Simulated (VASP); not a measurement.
Write the native input for VASP 6.6.1 that does the following.

| Quantity | Value |
| --- | --- |
| Task | single point |
| Functional | LDA |
| Potentials or basis | VASP PAW LDA potentials, release 64 (Ta_sv_GW, N) |
| Cutoff | 600 eV |
| k mesh | 3 × 3 × 5 |
| Occupations | fermi-dirac, width 0.1 eV |
| Spin | no spin polarisation |
| Dipole correction | no |
| Second run | valence_matched |
| Further INCAR settings | ALGO = Normal; EDIFF = 1e-06; NBANDS = 36 |

The structure of TaN lies in POSCAR:

```
TaN
1.0
    5.1910000000      0.0000000000      0.0000000000
   -2.5955000000      4.4955378700      0.0000000000
    0.0000000000      0.0000000000      2.9080000000
Ta N
3 3
Direct
    0.0000000000      0.0000000000      0.0000000000
    0.3333333333      0.6666666667      0.5000000000
    0.6666666667      0.3333333333      0.5000000000
    0.5000000000      0.0000000000      0.0000000000
    0.5000000000      0.5000000000      0.0000000000
    0.0000000000      0.5000000000      0.0000000000
```

One way to write it, as run:

INCAR

```
SYSTEM = TaN
ALGO = Normal
EDIFF = 1E-6
ENCUT = 600
GGA_COMPAT = .False.
ISIF = 2
ISMEAR = -1
LASPH = .True.
LCHARG = .False.
LREAL = .False.
LWAVE = .False.
NBANDS = 36
NELM = 120
PREC = Accurate
SIGMA = 0.1
```

KPOINTS

```
k-points
0
Gamma
  3 3 5
  0 0 0
```

Potentials or basis: VASP PAW LDA potentials, release 64 (Ta_sv_GW, N).

Command:

```bash
$ cat potpaw_LDA.64/Ta_sv_GW/POTCAR potpaw_LDA.64/N/POTCAR > POTCAR
$ mpirun -np 1 vasp_std > vasp.out
```

Results of the run:

```json
{"Pressure": "-3.5 GPa", "Band gap on the k mesh": "zero (band 27 reaches 12.30 eV, above the bottom of band 28 at 10.60 eV)"}
```

Caveat: the k points lie up to 0.47 Å⁻¹ apart; spin-orbit coupling is left out, which moves the levels of the heavy elements.

It took 42 s on 1 thread of AMD EPYC 7R43 64-Core Processor (Zen 3), on a shared host, peak memory 0.14 GiB.
